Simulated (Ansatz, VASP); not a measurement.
# Two plane-wave programs on Ru

```
Ru
1.0
     3.08276    1.77983    5.25735
    -3.08276    1.77983    5.25735
     0.00000   -3.55967    5.25735
Ru
12
Direct
  0.01019 0.65361 0.01019
  0.01019 0.01019 0.65361
  0.65361 0.01019 0.01019
  0.98981 0.34639 0.98981
  0.34639 0.98981 0.98981
  0.98981 0.98981 0.34639
  0.22118 0.63060 0.22118
  0.22118 0.22118 0.63060
  0.63060 0.22118 0.22118
  0.77882 0.36940 0.77882
  0.36940 0.77882 0.77882
  0.77882 0.77882 0.36940
```

Alike in both runs: task single point; functional PBEsol; k mesh 6 × 6 × 6; occupations gaussian, width 0.1 eV; no spin polarisation.

```csv
,VASP,Ansatz
version,VASP 6.6.1,Ansatz 0.2.0
potentials or method,"VASP PAW PBE potentials, release 64 (Ru_pv), cutoff 520 eV","scalar-relativistic, plane waves, PAW"
valence electrons in the cell,168,192
```

```csv
,VASP,Ansatz,Ansatz less VASP
gap on the k mesh at the Fermi level (eV),none,none,-
rms of the force components (eV/Å),5.661,5.544,-0.1179
```

VASP's potentials were made for PBE, not for PBEsol. Atom by atom the forces differ by 0.139 eV/Å (rms over components). A gap of «none» marks a metal or a gap that the smearing closes. With one functional, cell and mesh, what is left measures potentials, basis and numerics. VASP's potentials hold 168 valence electrons a cell and Ansatz's 192, so a difference there can come from the potentials and not from the codes.
